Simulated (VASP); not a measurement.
Input of a VASP 6.6.1 run:

File POSCAR:

```
BAs
1.0
    2.9570103300      0.0000000000      0.0000000000
    0.0000000000      2.9570103300      0.0000000000
    0.0000000000      0.0000000000      2.9570103300
B As
1 1
Direct
    0.5000000000      0.5000000000      0.5000000000
    0.0000000000      0.0000000000      0.0000000000
```

The input INCAR.step1:

```
PREC = Accurate ; ENCUT = 520
EDIFF = 1E-5 ; ISMEAR = -1
SIGMA = 0.05 ; LREAL = False
LASPH = True ; NELM = 60
ALGO = Normal ; ISIF = 2
LWAVE = True ; GGA = PE
NBANDS = 11
```

Contents of INCAR.step2:

```
PREC = Accurate ; ENCUT = 520
EDIFF = 1E-6 ; ISMEAR = -1
SIGMA = 0.05 ; LREAL = False
LASPH = True ; NELM = 60
ALGO = Normal ; ISIF = 2
LWAVE = False ; LCHARG = True
METAGGA = R2SCAN ; LHFCALC = True
AEXX = 0.25 ; LMIXTAU = True
PRECFOCK = Normal ; LELF = True
LVHAR = True ; ISTART = 1
NBANDS = 11
```

Contents of KPOINTS:

```
regular mesh
0
Gamma
  5 5 5
```

Potentials or basis: VASP PAW PBE potentials, release 64 (B, As).

Launch:

```console
$ cat potpaw_PBE.64/B/POTCAR potpaw_PBE.64/As/POTCAR > POTCAR
$ cp INCAR.step1 INCAR
$ mpirun -np 1 vasp_std > vasp.out
$ cp INCAR.step2 INCAR
$ mpirun -np 1 vasp_std > vasp.out
```

(1) What does it give for the pressure?

(2) Predict the band gap on the k mesh.

Results:

(1) -9.9 GPa.

(2) zero (band 4 reaches 9.15 eV, above the bottom of band 5 at 4.21 eV).

Caveat: the k points lie up to 0.42 Å⁻¹ apart; the PAW data sets were made with another functional, which shifts forces and pressure a little.
